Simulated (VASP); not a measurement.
Input of a VASP 6.6.1 run:

INCAR

```
PREC = Accurate ; ENCUT = 520
EDIFF = 1E-6 ; ISMEAR = 0
SIGMA = 0.1 ; LREAL = F
LASPH = T ; NELM = 60
ALGO = Normal ; ISIF = 2
LWAVE = F ; LCHARG = T
GGA = PE ; LELF = T
LVHAR = T ; NBANDS = 35
```

The input KPOINTS:

```
regular mesh
0
Gamma
  6 6 4
```

The input POSCAR:

```
WS2
1.0
    4.4770583100      0.0000000000      0.0000000000
   -2.2385291500      3.8772462300      0.0000000000
    0.0000000000      0.0000000000      7.1111484200
W S
2 4
Direct
    0.0000000000      0.0000000000      0.7851647800
    0.0000000000      0.0000000000      0.2148352200
    0.6183301300      0.0000000000      0.0000000000
    0.0000000000      0.6183301300      0.0000000000
    0.3816698700      0.3816698700      0.0000000000
    0.0000000000      0.0000000000      0.5000000000
```

Potentials or basis: VASP PAW PBE potentials, release 64 (W_sv, S).

Command:

```sh
$ cat potpaw_PBE.64/W_sv/POTCAR potpaw_PBE.64/S/POTCAR > POTCAR
$ mpirun -np 1 vasp_std > vasp.out
```

**Question.** Estimate the largest force.

**Answer.** 6.065 eV/Å.

**Question.** What does it give for the pressure?

**Answer.** 26.7 GPa.

**Question.** Estimate the band gap on the k mesh.

**Answer.** Zero (band 26 reaches 6.70 eV, above the bottom of band 27 at 5.78 eV).

Stress tensor (GPa, compression positive):
```
21.57  0.00  0.00
 0.00 21.57  0.00
 0.00  0.00 37.04
```

Caveat: spin-orbit coupling is left out, which moves the levels of the heavy elements; forces of over 1 eV/Å act on the atoms, so gaps and moduli don't describe the material at rest.
